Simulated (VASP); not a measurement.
Set up this calculation in VASP 6.6.1, as the native input.

```
Task                   : single point
Functional             : LDA
Potentials or basis    : VASP PAW LDA potentials, release 64 (Be, Pd)
Cutoff                 : 520 eV
k mesh                 : 12 × 12 × 12
Occupations            : fermi-dirac, width 0.08 eV
Spin                   : no spin polarisation
Dipole correction      : no
Further INCAR settings : ALGO = Normal; EDIFF = 1e-07; NBANDS = 13
```

The structure of BePd lies in POSCAR:

```
BePd
1.0
    2.8130000000      0.0000000000      0.0000000000
    0.0000000000      2.8130000000      0.0000000000
    0.0000000000      0.0000000000      2.8411300000
Be Pd
1 1
Direct
    0.0000000000      0.0000000000      0.0000000000
    0.5000000000      0.5000000000      0.5000000000
```

This cell differs from its parent crystal: zz strain of +1 %.

One way to write it, as run:

INCAR

```
ALGO = Normal
EDIFF = 1E-7
ENCUT = 520
ISIF = 2
ISMEAR = -1
LASPH = True
LCHARG = False
LREAL = False
LWAVE = False
NBANDS = 13
NELM = 100
PREC = Accurate
SIGMA = 0.08
```

KPOINTS

```
k-points
0
Gamma
  12 12 12
```

Potentials or basis: VASP PAW LDA potentials, release 64 (Be, Pd).

The run is started by

```console
$ cat potpaw_LDA.64/Be/POTCAR potpaw_LDA.64/Pd/POTCAR > POTCAR
$ mpirun -np 1 vasp_std > vasp.out
```

It gave:

```json
{
  "Pressure": "-9.0 GPa",
  "Band gap on the k mesh": "zero (band 6 reaches 14.30 eV, above the bottom of band 7 at 8.25 eV)"
}
```

Caveat: the cell differs from its parent crystal (zz strain of +1 %).

Run time: 34 s on 1 thread of AMD EPYC 7R13 Processor (Zen 3), on a shared host, peak memory 0.14 GiB.
